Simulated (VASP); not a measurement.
Set up this calculation in VASP 6.6.1, as the native input.

```yaml
Task: single point
Functional: HSE06
Potentials_or_basis: VASP PAW PBE potentials, release 64 (Zn, Ga_d, O, Al)
Cutoff: 520 eV
k_mesh: 1 × 1 × 1
Occupations: fermi-dirac, width 0.05 eV
Spin: no spin polarisation
Dipole_correction: no
Grid_for_exact_exchange_PRECFOCK: Fast
Further_INCAR_settings: LREAL = Auto; ALGO = Normal; EDIFF = 1e-06; NBANDS = 277
Share_of_exact_exchange: 0.25
Screening_parameter: 0.2079 1/Å
```

Crystal: AlZn8Ga15O32.

```
CELL_PARAMETERS angstrom
8.32427 0.00000 0.00000
0.00000 8.32427 0.00000
0.00000 0.00000 8.32427
ATOMIC_POSITIONS crystal
Zn 0.87574 0.37578 0.37412
Zn 0.37348 0.87358 0.37415
Zn 0.37374 0.37541 0.87586
Zn 0.12361 0.12356 0.12662
Zn 0.87564 0.87354 0.87646
Zn 0.62582 0.62581 0.12665
Zn 0.62554 0.12398 0.62474
Zn 0.12366 0.62594 0.62452
Ga 0.49957 0.99987 0.00037
Ga 0.74981 0.24970 0.00061
Ga 0.75086 0.99815 0.24948
Ga 0.99870 0.50129 0.00168
Ga 0.24833 0.75082 0.00194
Ga 0.00052 0.99821 0.49876
Ga 0.49954 0.49991 0.50030
Ga 0.24957 0.24961 0.50033
Ga 0.24805 0.50121 0.25133
Ga 0.49956 0.24988 0.25039
Ga 0.75123 0.74862 0.49893
Ga 0.24946 0.99955 0.75030
Ga 0.74953 0.49968 0.75040
Ga 0.99957 0.24961 0.75030
Ga 0.49978 0.74983 0.75043
O 0.51141 0.01031 0.23921
O 0.73910 0.23799 0.23919
O 0.51075 0.23879 0.01185
O 0.73833 0.01097 0.01129
O 0.00919 0.51816 0.24084
O 0.23124 0.74033 0.24093
O 0.00921 0.74037 0.01881
O 0.23735 0.51208 0.01259
O 0.01078 0.01005 0.73852
O 0.23804 0.23858 0.73925
O 0.01067 0.23778 0.51082
O 0.23873 0.01090 0.51162
O 0.26003 0.26163 0.26161
O 0.48762 0.48940 0.26155
O 0.48853 0.26085 0.48891
O 0.26078 0.48846 0.48957
O 0.51068 0.51133 0.73934
O 0.73918 0.73851 0.73852
O 0.51155 0.73860 0.51077
O 0.73835 0.51050 0.51153
O 0.76804 0.75926 0.25987
O 0.99001 0.98141 0.25986
O 0.99012 0.75912 0.48193
O 0.76179 0.98736 0.48816
O 0.76107 0.26080 0.76156
O 0.98838 0.48928 0.76220
O 0.98850 0.26155 0.98994
O 0.76053 0.48852 0.98928
O 0.26016 0.76091 0.76227
O 0.48851 0.98821 0.76151
O 0.48784 0.76097 0.99013
O 0.26089 0.98897 0.98916
Al 0.99965 0.74976 0.25030
```

The input as run:

POSCAR

```
AlZn8Ga15O32
1.0
    8.3242700000      0.0000000000      0.0000000000
    0.0000000000      8.3242700000      0.0000000000
    0.0000000000      0.0000000000      8.3242700000
Zn Ga O Al
8 15 32 1
Direct
    0.8757360000      0.3757760000      0.3741230000
    0.3734800000      0.8735840000      0.3741530000
    0.3737440000      0.3754080000      0.8758590000
    0.1236120000      0.1235640000      0.1266160000
    0.8756380000      0.8735390000      0.8764640000
    0.6258190000      0.6258090000      0.1266490000
    0.6255370000      0.1239810000      0.6247370000
    0.1236620000      0.6259420000      0.6245180000
    0.4995680000      0.9998730000      0.0003740000
    0.7498100000      0.2496970000      0.0006140000
    0.7508600000      0.9981540000      0.2494820000
    0.9987000000      0.5012880000      0.0016840000
    0.2483300000      0.7508170000      0.0019370000
    0.0005170000      0.9982050000      0.4987630000
    0.4995370000      0.4999080000      0.5002970000
    0.2495750000      0.2496120000      0.5003330000
    0.2480530000      0.5012050000      0.2513310000
    0.4995630000      0.2498760000      0.2503950000
    0.7512290000      0.7486230000      0.4989260000
    0.2494570000      0.9995490000      0.7502980000
    0.7495340000      0.4996840000      0.7503990000
    0.9995680000      0.2496130000      0.7502970000
    0.4997850000      0.7498290000      0.7504320000
    0.5114150000      0.0103110000      0.2392060000
    0.7391030000      0.2379870000      0.2391920000
    0.5107480000      0.2387900000      0.0118500000
    0.7383310000      0.0109680000      0.0112870000
    0.0091880000      0.5181550000      0.2408380000
    0.2312420000      0.7403350000      0.2409320000
    0.0092080000      0.7403680000      0.0188070000
    0.2373450000      0.5120830000      0.0125920000
    0.0107810000      0.0100480000      0.7385150000
    0.2380380000      0.2385770000      0.7392470000
    0.0106700000      0.2377800000      0.5108160000
    0.2387260000      0.0108980000      0.5116210000
    0.2600280000      0.2616290000      0.2616120000
    0.4876240000      0.4894030000      0.2615460000
    0.4885260000      0.2608480000      0.4889120000
    0.2607820000      0.4884650000      0.4895660000
    0.5106780000      0.5113330000      0.7393390000
    0.7391770000      0.7385070000      0.7385250000
    0.5115460000      0.7386030000      0.5107720000
    0.7383490000      0.5104990000      0.5115340000
    0.7680410000      0.7592630000      0.2598680000
    0.9900110000      0.9814060000      0.2598620000
    0.9901190000      0.7591210000      0.4819320000
    0.7617860000      0.9873570000      0.4881620000
    0.7610740000      0.2608020000      0.7615610000
    0.9883840000      0.4892840000      0.7622030000
    0.9885010000      0.2615540000      0.9899380000
    0.7605280000      0.4885240000      0.9892760000
    0.2601550000      0.7609130000      0.7622700000
    0.4885140000      0.9882140000      0.7615080000
    0.4878380000      0.7609730000      0.9901290000
    0.2608950000      0.9889680000      0.9891570000
    0.9996450000      0.7497640000      0.2503020000
```

INCAR.step1

```
SYSTEM = AlZn8Ga15O32
  PREC = Accurate
  ENCUT = 520
  EDIFF = 1E-5
  ISMEAR = -1
  SIGMA = 0.05
  LREAL = Auto
  LASPH = .True.
  NELM = 120
  ALGO = Normal
  ISIF = 2
  LWAVE = .True.
  LCHARG = .False.
  NBANDS = 277
  GGA = PE
  GGA_COMPAT = .False.
  NCORE = 4
```

INCAR.step2

```
SYSTEM = AlZn8Ga15O32
  PREC = Accurate
  ENCUT = 520
  EDIFF = 1E-6
  ISMEAR = -1
  SIGMA = 0.05
  LREAL = Auto
  LASPH = .True.
  NELM = 120
  ALGO = Normal
  ISIF = 2
  LWAVE = .False.
  LCHARG = .False.
  GGA = PE
  LHFCALC = .True.
  HFSCREEN = 0.2079
  PRECFOCK = Fast
  NBANDS = 277
  ISTART = 1
  GGA_COMPAT = .False.
  NCORE = 4
```

KPOINTS

```
regular mesh
0
Gamma
  1 1 1
  0 0 0
```

Potentials or basis: VASP PAW PBE potentials, release 64 (Zn, Ga_d, O, Al).

Launch:

```console
$ cat potpaw_PBE.64/Zn/POTCAR potpaw_PBE.64/Ga_d/POTCAR potpaw_PBE.64/O/POTCAR potpaw_PBE.64/Al/POTCAR > POTCAR
$ cp INCAR.step1 INCAR
$ mpirun -np 4 vasp_gam > vasp.out
$ cp INCAR.step2 INCAR
$ mpirun -np 4 vasp_gam > vasp.out
```

Results of the run:

```json
{
 "Pressure": "0.0 GPa",
 "Largest force": "0.308 eV/Å",
 "Band gap on the k mesh": "4.66 eV"
}
```

Caveat: the k points lie up to 0.75 Å⁻¹ apart; the PAW data sets were made with another functional, which shifts forces and pressure a little.

Wall time 17 min on 4 MPI ranks on Intel(R) Xeon(R) Platinum 8259CL CPU @ 2.50GHz (Skylake/Cascade Lake) (shared host), peak memory 0.37 GiB a rank.
